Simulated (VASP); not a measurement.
Here is a VASP 6.6.1 calculation.

The input INCAR:

```
  ALGO = Normal
  EDIFF = 1E-7
  ENCUT = 520
  GGA = PS
  ISIF = 2
  ISMEAR = 0
  LASPH = True
  LCHARG = False
  LREAL = False
  LWAVE = False
  NBANDS = 26
  NELM = 60
  PREC = Accurate
  SIGMA = 0.05
```

KPOINTS

```
k-points
0
Gamma
  12 12 6
```

File POSCAR:

```
GaN
1.0
    3.1348398099      0.0000000000      0.0000000000
   -1.5674199049      2.7148509121      0.0000000000
    0.0000000000      0.0000000000      5.2632074707
Ga N
2 2
Direct
    0.3333333333      0.6666666667      0.9991941071
    0.6666666667      0.3333333333      0.4991941071
    0.3333333333      0.6666666667      0.3758058929
    0.6666666667      0.3333333333      0.8758058929
```

Potentials or basis: VASP PAW PBE potentials, release 64 (Ga_d, N).

Run with:

```console
$ cat potpaw_PBE.64/Ga_d/POTCAR potpaw_PBE.64/N/POTCAR > POTCAR
$ mpirun -np 1 vasp_std > vasp.out
```

Estimate the band gap on the k mesh.

1.89 eV, direct.

What does it give for the largest force?

0.288 eV/Å.

Stress tensor (GPa, compression positive):
```
 6.94  0.00  0.00
 0.00  6.94  0.00
 0.00  0.00 -4.72
```

Caveat: the cell differs from its parent crystal (strain -0.015 along x and y, +0.015 along z); the PAW data sets were made with another functional, which shifts forces and pressure a little.
